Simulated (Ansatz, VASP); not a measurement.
Given: the input of a run of VASP 6.6.1 on SiNi3.

The input INCAR:

```
SYSTEM = SiNi3
PREC = Accurate
ENCUT = 590
EDIFF = 1E-6
ISMEAR = -1
SIGMA = 0.05
LREAL = .FALSE.
LASPH = .TRUE.
NELM = 200
ALGO = Normal
ISIF = 2
LWAVE = .FALSE.
LCHARG = .FALSE.
ISPIN = 2
MAGMOM = 1 1 1 0
LORBIT = 11
LMAXMIX = 4
GGA = PS
NBANDS = 41
GGA_COMPAT = .FALSE.
```

Contents of KPOINTS:

```
regular mesh
0
G
  8 8 8
  0 0 0
```

File POSCAR:

```
SiNi3
1.0
    3.4941292669      0.0000000000      0.0000000000
    0.0000000000      3.4941292669      0.0000000000
    0.0000000000      0.0000000000      3.4941292669
Ni Si
3 1
Direct
    0.5000000000      0.5000000000      0.0000000000
    0.5000000000      0.0000000000      0.5000000000
    0.0000000000      0.5000000000      0.5000000000
    0.0000000000      0.0000000000      0.0000000000
```

Potentials or basis: VASP PAW PBE potentials, release 64 (Ni_sv_GW, Si).

The run is started by

```bash
$ cat potpaw_PBE.64/Ni_sv_GW/POTCAR potpaw_PBE.64/Si/POTCAR > POTCAR
$ mpirun -np 1 vasp_std > vasp.out
```

**Question.** Set up the same calculation for Ansatz 0.2.0. Potentials there: Ansatz PAW.

**Answer.** As run (the cutoff follows the program's own potentials):

input.yaml

```yaml
crystal:
  lattice:
    - [3.4941292669, 0.0, 0.0]
    - [0.0, 3.4941292669, 0.0]
    - [0.0, 0.0, 3.4941292669]
  atoms:
    - { symbol: Ni, position: [0.5, 0.5, 0.0], spin: 1.0 }
    - { symbol: Ni, position: [0.5, 0.0, 0.5], spin: 1.0 }
    - { symbol: Ni, position: [0.0, 0.5, 0.5], spin: 1.0 }
    - { symbol: Si, position: [0.0, 0.0, 0.0] }
hamiltonian:
  xc: pbesol
  pseudopotentials: { kind: paw }
magnetization:
  spin_polarized: true
kpoints:
  mp_grid: { grid: [8, 8, 8] }
scf:
  occupations: { method: fermi_dirac, width: 0.05 }
output:
  forces: true
  stress: true
  eigenvalues: true
```

Potentials or basis: Ansatz PAW.

Launch:

```console
$ ansatz run input.yaml --threads 1 --pin off --max-ram 3584MiB --backend cpu --events-out ev --progress --plain --runs-dir out
```

Both were run:

|  | VASP | Ansatz | Ansatz less VASP |
| --- | --- | --- | --- |
| gap on the k mesh at the Fermi level (eV) | none | none | - |
| pressure (GPa) | -9.2 | -6.4 | +2.77 |
| net moment per atom (μB) | 0.00 | 0.00 | 0.000 |

VASP's potentials were made for PBE, not for PBEsol. A gap of «none» marks a metal or a gap that the smearing closes. The functional is the same, so the differences come from potentials, cutoffs and numerics.
